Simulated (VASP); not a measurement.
# AlN (P6_3/mmc) in VASP: G0W0 quasiparticle levels with PBE

Aim: the G0W0 quasiparticle levels of AlN with PBE.

All numbers are computed with VASP 6.6.1; they aren't measurements. Logs are shortened: lines on timing, memory, paths and dates and some standing lists are left out, and cuts for length are marked.

## Step 1: The cell of the first run

Symmetry: P6_3/mmc, No. 194, hexagonal system. Conventional cell: a = 2.833 Å, b = 2.833 Å, c = 4.841 Å, α = 90.00°, β = 90.00°, γ = 120.00°. Within 2.7 Å of Al (site symmetry -3m) lie 6 N at 2.03 Å and 2 Al at 2.42 Å. Within 2.7 Å of N (site symmetry -6m2) lie 6 Al at 2.03 Å.

## Step 2: G0W0 quasiparticle levels, PBE

POSCAR

```
AlN
1.0
    2.8328531113      0.0000000000      0.0000000000
   -1.4164265556      2.4533227596      0.0000000000
    0.0000000000      0.0000000000      4.8410108371
Al N
2 2
Direct
    0.0000000000      0.0000000000      0.0000000000
    0.0000000000      0.0000000000      0.5000000000
    0.3333333333      0.6666666667      0.2500000000
    0.6666666667      0.3333333333      0.7500000000
```

INCAR.step1

```
SYSTEM = AlN
PREC = Accurate
ENCUT = 500
EDIFF = 1E-8
ISMEAR = 0
SIGMA = 0.01
LREAL = .False.
LASPH = .True.
NELM = 60
ALGO = Normal
LWAVE = .True.
LCHARG = .False.
GGA = PE
```

INCAR.step2

```
SYSTEM = AlN
PREC = Accurate
ENCUT = 500
EDIFF = 1E-8
ISMEAR = 0
SIGMA = 0.01
LREAL = .False.
LASPH = .True.
NELM = 1
ALGO = Exact
LWAVE = .True.
LCHARG = .False.
GGA = PE
NBANDS = 134
LOPTICS = .True.
ISTART = 1
```

INCAR.step3

```
SYSTEM = AlN
PREC = Accurate
ENCUT = 500
EDIFF = 1E-8
ISMEAR = 0
SIGMA = 0.01
LREAL = .False.
LASPH = .True.
ALGO = EVGW0
LWAVE = .False.
LCHARG = .False.
GGA = PE
NELMGW = 1
NBANDS = 134
ENCUTGW = 140.0
NOMEGA = 96
PRECFOCK = Fast
ISTART = 1
NBANDSGW = 16
OMEGAMAX = 20
```

KPOINTS

```
regular mesh
0
Gamma
  6 6 4
  0 0 0
```

Potentials or basis: VASP PAW PBE potentials, release 64 (Al_GW, N_GW).

The run is started by

```sh
$ cat potpaw_PBE.64/Al_GW/POTCAR potpaw_PBE.64/N_GW/POTCAR > POTCAR
$ cp INCAR.step1 INCAR
$ mpirun -np 1 vasp_std > vasp.out
$ cp INCAR.step2 INCAR
$ mpirun -np 1 vasp_std > vasp.out
$ cp INCAR.step3 INCAR
$ mpirun -np 1 vasp_std > vasp.out
```

OUTCAR:

```text
SYSTEM = AlN
   PREC = Accurate
   ENCUT = 500
   EDIFF = 1E-8
   ISMEAR = 0
   LREAL = .False.
   LASPH = .True.
   GGA = PE
   NELMGW = 1
   ENCUTGW = 140.0
   PRECFOCK = Fast
   ISTART = 1

 ion  position               nearest neighbor table
   1  0.000  0.000  0.000-   3 2.03   4 2.03   3 2.03   4 2.03   4 2.03   3 2.03   2 2.42   2 2.42

   2  0.000  0.000  0.500-   3 2.03   4 2.03   3 2.03   4 2.03   4 2.03   3 2.03   1 2.42   1 2.42

   3  0.333  0.667  0.250-   1 2.03   2 2.03   1 2.03   2 2.03   1 2.03   2 2.03
   4  0.667  0.333  0.750-   1 2.03   2 2.03   1 2.03   2 2.03   1 2.03   2 2.03

  LATTYP: Found a hexagonal cell.
 ALAT       =     2.8328531113
 C/A-ratio  =     1.7088816987

  Lattice vectors:

 A1 = (   2.8328531113,   0.0000000000,   0.0000000000)
 A2 = (  -1.4164265556,   2.4533227596,   0.0000000000)
 A3 = (   0.0000000000,   0.0000000000,   4.8410108371)

Analysis of symmetry for initial positions (statically):
=====================================================================
 Subroutine PRICEL returns:
 Original cell was already a primitive cell.

 Routine SETGRP: Setting up the symmetry group for a
 hexagonal supercell.

 Subroutine GETGRP returns: Found 24 space group operations
 (whereof 12 operations were pure point group operations)
 out of a pool of 24 trial point group operations.

The static configuration has the point symmetry D_3d.
 The point group associated with its full space group is D_6h.

Analysis of symmetry for dynamics (positions and initial velocities):
=====================================================================
 Subroutine PRICEL returns:
 Original cell was already a primitive cell.

 Routine SETGRP: Setting up the symmetry group for a
 hexagonal supercell.

 Subroutine GETGRP returns: Found 24 space group operations
 (whereof 12 operations were pure point group operations)
 out of a pool of 24 trial point group operations.

The dynamic configuration has the point symmetry D_3d.
 The point group associated with its full space group is D_6h.

 Subroutine INISYM returns: Found 24 space group operations
 (whereof 12 operations are pure point group operations),
 and found     1 'primitive' translations

----------------------------------------------------------------------------------------

                                     Primitive cell

  volume of cell :      33.6446

  direct lattice vectors                    reciprocal lattice vectors
     2.832853111  0.000000000  0.000000000     0.353001007  0.203805226  0.000000000
    -1.416426556  2.453322760  0.000000000     0.000000000  0.407610452  0.000000000
     0.000000000  0.000000000  4.841010837     0.000000000  0.000000000  0.206568428

  length of vectors
     2.832853111  2.832853111  4.841010837     0.407610452  0.407610452  0.206568428

  position of ions in fractional coordinates (direct lattice)
     0.000000000  0.000000000  0.000000000
     0.000000000  0.000000000  0.500000000
     0.333333333  0.666666667  0.250000000
     0.666666667  0.333333333  0.750000000

  ion indices of the primitive-cell ions
   primitive index   ion index
                 1           1
                 2           2
                 3           3
                 4           4

----------------------------------------------------------------------------------------

 KPOINTS: regular mesh

Automatic generation of k-mesh.
 Grid dimensions read from file:
 generate k-points for:    6    6    4

 Generating k-lattice:

  Cartesian coordinates                     Fractional coordinates (reciprocal lattice)
     0.058833501  0.033967538  0.000000000     0.166666667 -0.000000000  0.000000000
     0.000000000  0.067935075  0.000000000     0.000000000  0.166666667  0.000000000
     0.000000000  0.000000000  0.051642107     0.000000000  0.000000000  0.250000000

  Length of vectors
     0.067935075  0.067935075  0.051642107

  Shift w.r.t. Gamma in fractional coordinates (k-lattice)
     0.000000000  0.000000000  0.000000000

 Subroutine IBZKPT returns following result:
 ===========================================

 Found     21 irreducible k-points:

 Following reciprocal coordinates:
            Coordinates               Weight
  0.000000  0.000000  0.000000      1.000000
  0.166667  0.000000  0.000000      6.000000
  0.333333 -0.000000  0.000000      6.000000
  0.500000  0.000000  0.000000      3.000000
  0.166667  0.166667  0.000000      6.000000
  0.333333  0.166667  0.000000     12.000000
[... 13 lines left out ...]
  0.333333  0.166667  0.500000     12.000000
  0.333333  0.333333  0.500000      2.000000
   k-points           NKPTS =     21   k-points in BZ     NKDIM =    144   number of bands    NBANDS=    134
   number of dos      NEDOS =    301   number of ions     NIONS =      4
   total plane-waves  NPLWV =  20736
   dimension x,y,z NGX =    24 NGY =   24 NGZ =   36
   dimension x,y,z NGXF=    48 NGYF=   48 NGZF=   72
   ions per type =               2   2
   NGX,Y,Z   is equivalent  to a cutoff of  14.08, 14.08, 12.36 a.u.
   NGXF,Y,Z  is equivalent  to a cutoff of  28.17, 28.17, 24.73 a.u.
 SYSTEM =  AlN
   PREC   = accura    normal or accurate (medium, high low for compatibility)
   ISTART =      1    job   : 0-new  1-cont  2-samecut
   ICHARG =      0    charge: 1-file 2-atom 10-const
   ISPIN  =      1    spin polarized calculation?
   LNONCOLLINEAR =      F non collinear calculations
   LSORBIT =      F    spin-orbit coupling
   LASPH  =      T    aspherical Exc in radial PAW
   ENCUT  =  500.0 eV  36.75 Ry    6.06 a.u.   5.16  5.16  8.83*2*pi/ulx,y,z
   NELM   =     60;   NELMIN=  2; NELMDL=  0     # of ELM steps
   EDIFF  = 0.1E-07   stopping-criterion for ELM
   LREAL  =      F    real-space projection
   EDIFFG = 0.1E-06   stopping-criterion for IOM
   NSW    =      0    number of steps for IOM
   IBRION =     -1    ionic relax: 0-MD 1-quasi-New 2-CG
   NFREE  =      0    steps in history (QN), initial steepest desc. (CG)
   ISIF   =      0    stress and relaxation
   ISYM   =      3    0-nonsym 1-usesym 2-fastsym
   POTIM  = 0.5000    time-step for ionic-motion
   TEBEG  =    0.0;   TEEND  =   0.0 temperature during run
   PSTRESS=    0.0 pullay stress
   NELECT =      16.0000    total number of electrons
   NUPDOWN=      -1.0000    fix difference up-down
   EMIN   =  10.00;   EMAX   =-10.00  energy-range for DOS
   EFERMI =   0.00;   METHOD = LEGACY
   ISMEAR =     0;   SIGMA  =   0.01  broadening in eV -4-tet -1-fermi 0-gaus
   EFERMI_NEDOS =   21; number of points for ismear=-14 and -15
   IALGO  =     38    algorithm
   IMIX   =      4    mixing-type and parameters
     AMIX     =   0.40;   BMIX     =  1.00
     AMIX_MAG =   1.60;   BMIX_MAG =  1.00
  volume/ion in A,a.u.               =       8.41        56.76
  Fermi-wavevector in a.u.,A,eV,Ry     =   1.277840  2.414768 22.216622  1.632876
  Thomas-Fermi vector in A             =   2.410417
   LORBIT       =      0    0 simple, 1 ext, 2 COOP (PROOUT), +10 PAW based schemes
   GGA     = PE    functional components
   LHFCALC =     T    Hartree Fock is set to
   PRECFOCK=fast      Normal, Fast or Accurate (Low or Medium for compatibility)
   ENCUT4O =  -1.0   cutoff for four orbital integrals eV
   NKREDX  =     1    reduce k-point grid by
   NKREDY  =     1    reduce k-point grid by
   NKREDZ  =     1    reduce k-point grid by
   AEXX    =    1.0000 exact exchange contribution
   HFSCREEN=    0.0000 screening length (either q_TF or 0.3 A-1)
   HFSCREENC=   0.0000 screening length for correlation (either q_TF or 0.3 A-1)
   ENCUTFOCK=  -1.0 apply spherical cutoff to Coloumb kernel
   IVDW    =     0    specifies the selected vdW correction
   LEPSILON=     F    determine dielectric tensor
   LRPA    =     F    only Hartree local field effects (RPA)
   LRPAFORCE           =     F    calculate RPA forces
   ENCUTGW             = 140.0    cutoff for response function in eV
   ENCUTGWSOFT         = 112.0    soft cutoff for Coulomb kernel in GW response function in eV
   ENCUTLF             =  -1.0    cutoff for local field effects
   NELMGW              =     1    number of iterations in solving QP/BSE equation
   NELMHF              =     1    number of iterations in the inner HF iteration
   NKREDLFX            =     1    NKREDLFY  =   1   NKREDLFZ  =   1
 non-spin polarized calculation
 Gauss-broadening in eV      SIGMA  =   0.01
  energy-cutoff  :      500.00
  volume of cell :       33.64
 maximum number of plane-waves:       870
 NGX is ok and might be reduce to    24
  NGX = 12; NGY = 12; NGZ = 20
   NGX = 11   NGY = 11   NGZ = 17
 maximum number of plane-waves:       135

 QP shifts <psi_nk| G(iteration)W_0 |psi_nk>: iteration 1
 for sc-GW calculations column KS-energies equals QP-energies in previous step
 and V_xc(KS)=  KS-energies - (<T + V_ion + V_H > + <T+V_H+V_ion>^1  + <V_x>^1)

 k-point   1 :       0.0000    0.0000    0.0000
  band No.  KS-energies  QP-energies   sigma(KS)   V_xc(KS)     V^pw_x(r,r')   Z            occupation Imag(sigma)

      1      -8.9807     -10.4888     -16.7053     -14.6374     -24.8474       0.7293       2.0000       1.2412
      2      -6.0603      -7.3908     -17.8836     -16.1383     -25.7134       0.7623       2.0000       1.0124
      3      -0.0629      -1.2454     -14.5847     -12.9701     -19.1943       0.7324       2.0000       0.1349
      4       7.6820       6.9660     -17.7430     -16.8395     -20.7823       0.7925       2.0000       0.0352
      5       7.6820       6.9660     -17.7430     -16.8395     -20.7823       0.7925       2.0000       0.0352
      6       7.9774       7.3010     -18.0204     -17.1695     -20.7630       0.7950       2.0000       0.0305
[... 8 lines left out ...]
     15      21.8789      22.7478      -9.7929     -10.8644      -4.4227       0.8109       0.0000      -0.0813
     16      21.8789      22.7478      -9.7929     -10.8644      -4.4227       0.8109       0.0000      -0.0813

 k-point   2 :       0.1667    0.0000    0.0000
  band No.  KS-energies  QP-energies   sigma(KS)   V_xc(KS)     V^pw_x(r,r')   Z            occupation Imag(sigma)

      1      -8.4717      -9.9539     -16.7819     -14.7847     -24.8605       0.7421       2.0000       1.2221
      2      -5.7242      -7.0122     -18.0079     -16.3057     -25.7975       0.7567       2.0000       0.9657
      3       0.4871      -0.6975     -14.7033     -13.0987     -19.1220       0.7382       2.0000       0.1110
      4       5.5691       4.6327     -16.5683     -15.3750     -19.8924       0.7847       2.0000       0.0451
      5       6.6478       5.8556     -17.3127     -16.3079     -20.4204       0.7884       2.0000       0.0383
      6       7.1365       6.3454     -17.3843     -16.3837     -20.4975       0.7908       2.0000       0.0371
[... 8 lines left out ...]
     15      21.3941      22.3408      -9.6710     -10.8511      -4.1936       0.8023       0.0000      -0.0884
     16      22.1405      23.0548     -10.0292     -11.1716      -4.4461       0.8003       0.0000      -0.0989
[... 348 lines left out ...]
      5       4.5045       3.4694     -16.0541     -14.7276     -19.5160       0.7803       2.0000       0.0509
      6       4.5045       3.4694     -16.0541     -14.7276     -19.5160       0.7803       2.0000       0.0509
[... 8 lines left out ...]
     15      21.4514      22.7404     -12.8549     -14.5339      -6.8184       0.7677       0.0000      -0.1030
     16      21.4514      22.7404     -12.8549     -14.5339      -6.8184       0.7677       0.0000      -0.1030

 k-point  21 :       0.3333    0.3333    0.5000
  band No.  KS-energies  QP-energies   sigma(KS)   V_xc(KS)     V^pw_x(r,r')   Z            occupation Imag(sigma)

      1      -4.9114      -6.1019     -18.4086     -16.8061     -26.1369       0.7429       2.0000       0.8602
      2      -4.9114      -6.1019     -18.4086     -16.8061     -26.1369       0.7429       2.0000       0.8602
      3       2.2379       1.0586     -15.2086     -13.6536     -19.2411       0.7584       2.0000       0.0756
      4       2.2379       1.0586     -15.2086     -13.6536     -19.2411       0.7584       2.0000       0.0756
      5       2.3614       1.2280     -15.3106     -13.8181     -19.3150       0.7594       2.0000       0.0758
      6       2.3614       1.2280     -15.3106     -13.8181     -19.3150       0.7594       2.0000       0.0758
[... 8 lines left out ...]
     15      20.8635      22.0941     -13.0223     -14.6111      -7.2276       0.7746       0.0000      -0.0886
     16      20.8635      22.0941     -13.0223     -14.6111      -7.2276       0.7746       0.0000      -0.0886
```

Run time: 5.4 min. Hardware: 1 thread of Intel Xeon 6975P-C (Granite Rapids), shared host; peak memory 0.57 GiB.

Results:

```yaml
Quasiparticle_gap: 6.43 eV
Least_direct_quasiparticle_gap: 6.84 eV
Band_gap_of_the_starting_levels_on_the_mesh: 5.00 eV
Least_direct_gap_of_the_starting_levels_on_the_mesh: 5.18 eV
```

Caveat: the k points lie up to 0.43 Å⁻¹ apart; bands, screening cutoff and mesh are small and nothing is extrapolated, so the quasiparticle values aren't converged.
